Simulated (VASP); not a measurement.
Set up this calculation in VASP 6.6.1, as the native input.

```yaml
Task: single point
Functional: PBE
Potentials_or_basis: VASP PAW PBE potentials, release 64 (Rh_pv)
Cutoff: 520 eV
k_mesh: 17 × 17 × 17
Occupations: fermi-dirac, width 0.0612256 eV
Spin: no spin polarisation
Dipole_correction: no
Further_INCAR_settings: ALGO = Normal; EDIFF = 1e-06; NBANDS = 14
```

The structure of Rh lies in POSCAR:

```
Rh
1.0
   -1.5556119564      1.5556119564      1.5556119564
    1.5556119564     -1.5556119564      1.5556119564
    1.5556119564      1.5556119564     -1.5556119564
Rh
1
Direct
    0.0000000000      0.0000000000      0.0000000000
```

The input as run:

INCAR

```
PREC = Accurate
ENCUT = 520
EDIFF = 1E-6
ISMEAR = -1
SIGMA = 0.06122561905347299
LREAL = F
LASPH = T
NELM = 100
ALGO = Normal
ISIF = 2
LWAVE = F
LCHARG = F
GGA = PE
NBANDS = 14
```

KPOINTS

```
Automatic mesh
0
Gamma
  17 17 17
```

Potentials or basis: VASP PAW PBE potentials, release 64 (Rh_pv).

Launch:

```bash
$ cat potpaw_PBE.64/Rh_pv/POTCAR > POTCAR
$ mpirun -np 1 vasp_std > vasp.out
```

It gave:

| Quantity | Value |
| --- | --- |
| Pressure | -8.3 GPa |

Wall time 12 s on 1 thread of Intel Xeon 6975P-C, on a shared host, peak memory 0.15 GiB.
